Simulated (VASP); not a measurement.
# Sc (P6_3/mmc) in VASP: a series of runs, part 2 of 2

VASP 6.6.1. The steps go on from the part before.

### Step 3. Single point, PBEsol (strain -0.0100 x Voigt [0, 0, 1, 0, 0, 0])

INCAR reads:

```
PREC     = Accurate       # precision mode
ENCUT    = 520            # plane-wave cutoff, eV
EDIFF    = 1E-6           # SCF threshold, eV
ISMEAR   = 0              # smearing method
SIGMA    = 0.15           # smearing width, eV
LREAL    = F              # projectors in reciprocal space
LASPH    = T              # aspherical terms in the spheres
NELM     = 100            # most SCF steps
ALGO     = Fast           # electronic algorithm
ISIF     = 2              # what is computed and relaxed
LWAVE    = F              # write WAVECAR
LCHARG   = F              # write CHGCAR
GGA      = PS             # functional
NBANDS   = 18             # bands
```

KPOINTS reads:

```
regular mesh
0
Gamma
  18 18 10
```

POSCAR reads:

```
Sc
1.0
    3.3087978973      0.0000000000      0.0000000000
   -1.6543989486      2.8655030350      0.0000000000
    0.0000000000      0.0000000000      5.2153200000
Sc
2
Direct
    0.3333333333      0.6666666667      0.2500000000
    0.6666666667      0.3333333333      0.7500000000
```

Potentials or basis: VASP PAW PBE potentials, release 64 (Sc_sv).

The run is started by

```bash
$ cat potpaw_PBE.64/Sc_sv/POTCAR > POTCAR
$ mpirun -np 1 vasp_std > vasp.out
```

OUTCAR:

```text
PREC = Accurate
   ENCUT = 520
   EDIFF = 1E-6
   ISMEAR = 0
   LREAL = F
   LASPH = T
   NELM = 100
   ISIF = 2
   GGA = PS

 ion  position               nearest neighbor table
   1  0.333  0.667  0.250-   2 3.23   2 3.23   2 3.23   2 3.23   2 3.23   2 3.23
   2  0.667  0.333  0.750-   1 3.23   1 3.23   1 3.23   1 3.23   1 3.23   1 3.23

  LATTYP: Found a hexagonal cell.
 ALAT       =     3.3087978973
 C/A-ratio  =     1.5761978102

  Lattice vectors:

 A1 = (   3.3087978973,   0.0000000000,   0.0000000000)
 A2 = (  -1.6543989486,   2.8655030350,   0.0000000000)
 A3 = (   0.0000000000,   0.0000000000,   5.2153200000)

Analysis of symmetry for initial positions (statically):
=====================================================================
 Subroutine PRICEL returns:
 Original cell was already a primitive cell.

 Routine SETGRP: Setting up the symmetry group for a
 hexagonal supercell.

 Subroutine GETGRP returns: Found 24 space group operations
 (whereof 12 operations were pure point group operations)
 out of a pool of 24 trial point group operations.

The static configuration has the point symmetry D_3d.
 The point group associated with its full space group is D_6h.

Analysis of symmetry for dynamics (positions and initial velocities):
=====================================================================
 Subroutine PRICEL returns:
 Original cell was already a primitive cell.

 Routine SETGRP: Setting up the symmetry group for a
 hexagonal supercell.

 Subroutine GETGRP returns: Found 24 space group operations
 (whereof 12 operations were pure point group operations)
 out of a pool of 24 trial point group operations.

The dynamic configuration has the point symmetry D_3d.
 The point group associated with its full space group is D_6h.

 Subroutine INISYM returns: Found 24 space group operations
[... 107 lines left out ...]
   PSTRESS=    0.0 pullay stress
   NELECT =      22.0000    total number of electrons
   NUPDOWN=      -1.0000    fix difference up-down
   EMIN   =  10.00;   EMAX   =-10.00  energy-range for DOS
   EFERMI =   0.00;   METHOD = LEGACY
   ISMEAR =     0;   SIGMA  =   0.15  broadening in eV -4-tet -1-fermi 0-gaus
   EFERMI_NEDOS =   21; number of points for ismear=-14 and -15
   IALGO  =     68    algorithm
   IMIX   =      4    mixing-type and parameters
     AMIX     =   0.40;   BMIX     =  1.00
     AMIX_MAG =   1.60;   BMIX_MAG =  1.00
  volume/ion in A,a.u.               =      24.72       166.85
  Fermi-wavevector in a.u.,A,eV,Ry     =   1.249775  2.361732 21.251437  1.561937
  Thomas-Fermi vector in A             =   2.383800
   LORBIT       =      0    0 simple, 1 ext, 2 COOP (PROOUT), +10 PAW based schemes
   GGA     = PS    functional components
   LHFCALC =     F    Hartree Fock is set to
   AEXX    =    0.0000 exact exchange contribution
   IVDW    =     0    specifies the selected vdW correction
   LEPSILON=     F    determine dielectric tensor
   LRPA    =     F    only Hartree local field effects (RPA)
 non-spin polarized calculation
 RMM-DIIS sequential band-by-band and
 Gauss-broadening in eV      SIGMA  =   0.15
  energy-cutoff  :      520.00
  volume of cell :       49.45
 maximum number of plane-waves:      1363
 NGX is ok and might be reduce to    28
   NGX = 13   NGY = 13   NGZ = 19

 number of electron      21.9999996 magnetization

 Free energy of the ion-electron system (eV)
  ---------------------------------------------------
  ext. energy  EPLUGINS =         0.00000000
  ---------------------------------------------------
  free energy    TOTEN  =       -13.21710518 eV

  energy without entropy =      -13.16967416  energy(sigma->0) =      -13.19338967

 E-fermi :   3.5573     XC(G=0):  -9.9773

 val. band max:        3.5566313458   @ k =   0.5000   0.0000   0.4000
 cond. band min:       3.5579315759   @ k =   0.3889   0.0000   0.2000
 fundamental gap:      0.0013002301
 Fermi energy:         3.5573091952

 k-point     1 :       0.0000    0.0000    0.0000
  band No.  band energies     occupation
      1     -45.6567      2.00000
      2     -45.5882      2.00000
      3     -24.5702      2.00000
      4     -24.2278      2.00000
      5     -24.2278      2.00000
      6     -24.1649      2.00000
[... 481 lines left out ...]
      5     -24.3885      2.00000
      6     -24.3250      2.00000
[... 10 lines left out ...]
     17       7.3275      0.00000
     18       7.5238      0.00000

 [... further k-points ...]
[... 5 lines left out ...]
  --------------------------------------------------------------------------------------
  -------------------------------------------------------------------------------------
  Total       -0.6082282     -0.6082282     -0.9035022     -0.0000000      0.0000000     -0.0000000
  in kB      -19.7072056    -19.7072056    -29.2743810     -0.0000000      0.0000000     -0.0000000
  external PRESSURE =     -22.8962641 kB  Pullay stress =       0.0000000 kB

 VOLUME and BASIS-vectors are now :
 -----------------------------------------------------------------------------
  energy-cutoff  :      520.00
  volume of cell :       49.45
      direct lattice vectors                 reciprocal lattice vectors
     3.308797897  0.000000000  0.000000000     0.302224563  0.174489433  0.000000000
    -1.654398949  2.865503035  0.000000000     0.000000000  0.348978866  0.000000000
     0.000000000  0.000000000  5.215320000     0.000000000  0.000000000  0.191742789

 POSITION                                       TOTAL-FORCE (eV/Angst)
 -----------------------------------------------------------------------------------
     -0.00000      1.91034      1.30383        -0.000000     -0.000000      0.000000
      1.65440      0.95517      3.91149         0.000000      0.000000      0.000000
 -----------------------------------------------------------------------------------
    total drift:                               -0.000000      0.000000     -0.000000

  FREE ENERGIE OF THE ION-ELECTRON SYSTEM (eV)
  ---------------------------------------------------
  free  energy   TOTEN  =       -13.2171051845 eV

  energy  without entropy=      -13.1696741617  energy(sigma->0) =      -13.19338967
```

OSZICAR:

```text
N       E                     dE             d eps       ncg     rms          rms(c)
DAV:   1     0.358279608048E+03    0.35828E+03   -0.10941E+04  8008   0.130E+03
DAV:   2     0.485370665641E+01   -0.35343E+03   -0.34675E+03  9776   0.541E+02
DAV:   3    -0.144058565454E+02   -0.19260E+02   -0.18452E+02 13174   0.154E+02
DAV:   4    -0.147861849811E+02   -0.38033E+00   -0.37778E+00 12094   0.192E+01
DAV:   5    -0.147909636009E+02   -0.47786E-02   -0.47752E-02 13654   0.229E+00    0.790E+00
RMM:   6    -0.133142768947E+02    0.14767E+01   -0.20200E+00  8286   0.182E+01    0.268E+00
RMM:   7    -0.132364420492E+02    0.77835E-01   -0.37946E+00 10550   0.141E+01    0.147E+00
RMM:   8    -0.132072100594E+02    0.29232E-01   -0.22470E-01  8797   0.547E+00    0.535E-01
RMM:   9    -0.132153137676E+02   -0.81037E-02   -0.13173E-01 11457   0.206E+00    0.160E-01
RMM:  10    -0.132165262172E+02   -0.12124E-02   -0.21924E-02 11633   0.877E-01    0.609E-02
RMM:  11    -0.132169270762E+02   -0.40086E-03   -0.50990E-03 12304   0.450E-01    0.286E-02
RMM:  12    -0.132170559214E+02   -0.12885E-03   -0.13484E-03 12591   0.206E-01    0.848E-03
RMM:  13    -0.132171035949E+02   -0.47673E-04   -0.43475E-04 12099   0.118E-01    0.113E-02
RMM:  14    -0.132171060895E+02   -0.24946E-05   -0.81581E-05 10742   0.493E-02    0.757E-03
RMM:  15    -0.132171038854E+02    0.22041E-05   -0.28255E-05 10562   0.453E-02    0.141E-03
RMM:  16    -0.132171049380E+02   -0.10526E-05   -0.96019E-06  9639   0.191E-02    0.163E-03
RMM:  17    -0.132171051845E+02   -0.24651E-06   -0.26537E-06  8926   0.147E-02
   1 F= -.13217105E+02 E0= -.13193390E+02  d E =-.474310E-01
```

It took 4 min on 1 thread of Intel Xeon Platinum 8259CL at 2.50GHz (Skylake/Cascade Lake), shared host; peak memory 0.29 GiB.

Results:

```
Free energy            : -13.2171 eV
Pressure               : -2.3 GPa
Band gap on the k mesh : zero (band 11 reaches 4.49 eV, above the bottom of band 12 at 3.07 eV)
```

Levels at points of the mesh, in eV from the Fermi level:
| k point | band 7 | band 8 | band 9 | band 10 | band 11 | band 12 | band 13 | band 14 | band 15 | band 16 |
| --- | --- | --- | --- | --- | --- | --- | --- | --- | --- | --- |
| (0.00, 0.00, 0.00) | -27.72 | -27.70 | -5.13 | -1.66 | 0.53 | 1.59 | 1.59 | 1.78 | 2.02 | 2.02 |
| (0.50, 0.00, 0.00) | -27.81 | -27.76 | -1.61 | -1.05 | -0.68 | -0.31 | 1.25 | 1.37 | 1.81 | 3.76 |
| (0.00, 0.00, 0.50) | -27.75 | -27.75 | -3.61 | -3.61 | 0.93 | 0.93 | 1.52 | 1.52 | 1.52 | 1.52 |
| (0.50, 0.00, 0.50) | -27.81 | -27.81 | -1.48 | -1.48 | 0.06 | 0.06 | 1.26 | 1.26 | 2.38 | 2.38 |

Caveat: the cell differs from its parent crystal (strain -0.0100 x Voigt [0, 0, 1, 0, 0, 0]); the PAW data sets were made with another functional, which shifts forces and pressure a little.

### Step 4. Single point, PBEsol (strain -0.0150 x Voigt [0, 0, 1, 0, 0, 0])

INCAR reads:

```
ALGO = Fast
EDIFF = 1E-6
ENCUT = 520
GGA = PS
ISIF = 2
ISMEAR = 0
LASPH = True
LCHARG = False
LREAL = False
LWAVE = False
NBANDS = 18
NELM = 80
PREC = Accurate
SIGMA = 0.15
```

KPOINTS reads:

```
k-points
0
Gamma
  18 18 10
```

Changes to POSCAR since step 3:

```diff
@@ -4,3 +4,3 @@
    -1.6543989486      2.8655030350      0.0000000000
-    0.0000000000      0.0000000000      5.2153200000
+    0.0000000000      0.0000000000      5.1889800000
 Sc
```

The run is started by

```bash
$ cat potpaw_PBE.64/Sc_sv/POTCAR > POTCAR
$ mpirun -np 1 vasp_std > vasp.out
```

Run time: 3.9 min. Hardware: 1 thread of Intel Xeon Platinum 8259CL at 2.50GHz (Skylake/Cascade Lake), shared host; peak memory 0.29 GiB.

Results (log left out):

* Free energy: -13.2212 eV
* Pressure: -2.1 GPa
* Band gap on the k mesh: zero (band 11 reaches 4.54 eV, above the bottom of band 12 at 3.09 eV)

Stress tensor (GPa, compression positive):
```
-1.86  0.00  0.00
 0.00 -1.86  0.00
 0.00  0.00 -2.47
```

Levels at points of the mesh, in eV from the Fermi level:
| k point | band 7 | band 8 | band 9 | band 10 | band 11 | band 12 | band 13 | band 14 | band 15 | band 16 |
| --- | --- | --- | --- | --- | --- | --- | --- | --- | --- | --- |
| (0.00, 0.00, 0.00) | -27.71 | -27.68 | -5.14 | -1.66 | 0.58 | 1.60 | 1.60 | 1.81 | 2.04 | 2.04 |
| (0.50, 0.00, 0.00) | -27.79 | -27.75 | -1.62 | -1.06 | -0.68 | -0.32 | 1.27 | 1.36 | 1.84 | 3.77 |
| (0.00, 0.00, 0.50) | -27.74 | -27.74 | -3.60 | -3.60 | 0.95 | 0.95 | 1.52 | 1.52 | 1.52 | 1.52 |
| (0.50, 0.00, 0.50) | -27.79 | -27.79 | -1.48 | -1.48 | 0.06 | 0.06 | 1.28 | 1.28 | 2.39 | 2.39 |

Caveat: the cell differs from its parent crystal (strain -0.0150 x Voigt [0, 0, 1, 0, 0, 0]); the PAW data sets were made with another functional, which shifts forces and pressure a little.

### Step 5. Overview

```csv
cell,gap on the mesh (eV),pressure (GPa)
"a = 3.309, b = 3.309, c = 5.163 Å, angles 90.0, 90.0, 120.0°, 2 atoms",none,-1.8
"a = 3.309, b = 3.309, c = 5.215 Å, angles 90.0, 90.0, 120.0°, 2 atoms",none,-2.3
"a = 3.309, b = 3.309, c = 5.189 Å, angles 90.0, 90.0, 120.0°, 2 atoms",none,-2.1
```

Alike in all rows: task single point; level PBEsol; potentials or basis VASP PAW PBE potentials, release 64 (Sc_sv); no spin polarisation; k mesh 18 × 18 × 10; cutoff (eV) 520; smearing gaussian 0.15 eV.

Caveats: the PAW data sets were made with another functional, which shifts forces and pressure a little.

Absolute energies hang on the potentials; compare differences alone.
